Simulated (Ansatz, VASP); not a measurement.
One calculation of SrO, two programs

INCAR

```
SYSTEM = SrO
  PREC = Accurate
  ENCUT = 520
  EDIFF = 1E-7
  ISMEAR = 0
  SIGMA = 0.02
  LREAL = .False.
  LASPH = .True.
  NELM = 100
  ALGO = Normal
  ISIF = 2
  LWAVE = .False.
  LCHARG = .False.
  GGA = PE
  NBANDS = 24
```

File KPOINTS:

```
regular mesh
0
Gamma
  9 9 6
  0 0 0
```

Contents of POSCAR:

```
SrO
1.0
    4.3347242280      0.0026935437     -0.0142800573
   -2.1650294367      3.7323069114     -0.0113732833
   -0.0172196873     -0.0257779750      5.2391671848
Sr O
2 2
Direct
    0.3382188124      0.6710581047      0.9328751540
    0.6643977075      0.3347269218      0.4398345835
    0.3378320963      0.6684275651      0.4348356776
    0.6595513837      0.3257874084      0.9424545849
```

Input for Ansatz:

```yaml
crystal:
  lattice:
    - [4.334724228, 0.0026935437, -0.0142800573]
    - [-2.1650294367, 3.7323069114, -0.0113732833]
    - [-0.0172196873, -0.025777975, 5.2391671848]
  atoms:
    - { symbol: Sr, position: [0.3382188124, 0.6710581047, 0.932875154] }
    - { symbol: Sr, position: [0.6643977075, 0.3347269218, 0.4398345835] }
    - { symbol: O, position: [0.3378320963, 0.6684275651, 0.4348356776] }
    - { symbol: O, position: [0.6595513837, 0.3257874084, 0.9424545849] }
basis:
  ecutwfc: 420
kpoints:
  mp_grid: { grid: [9, 9, 6] }
hamiltonian:
  xc: pbe
scf:
  occupations: { method: gaussian, width: 0.02 }
output:
  forces: true
  stress: true
  eigenvalues: true
```

Change from the starting cell: all atoms moved at random, cell strained at random.

Alike in both runs: task single point; functional PBE; k mesh 9 × 9 × 6; occupations gaussian, width 0.02 eV; no spin polarisation.

```csv
,VASP,Ansatz
version,VASP 6.6.1,Ansatz 0.2.0
potentials or method,"VASP PAW PBE potentials, release 64 (Sr_sv, O), cutoff 520 eV","scalar-relativistic, plane waves, PAW"
valence electrons in the cell,32,32
```

```tsv
	VASP	Ansatz	Ansatz less VASP
gap on the k mesh at the Fermi level (eV)	2.52	2.54	+0.016
least direct gap on the mesh (eV)	2.52	2.54	+0.016
pressure (GPa)	-1.2	-1.6	-0.39
traceless stress, the component that is largest in VASP (GPa)	0.63	0.60	-0.036
rms of the force components (eV/Å)	0.148	0.143	-0.0044
```

Atom by atom the forces differ by 0.006 eV/Å (rms over components). With one functional, cell and mesh, what is left measures potentials, basis and numerics.
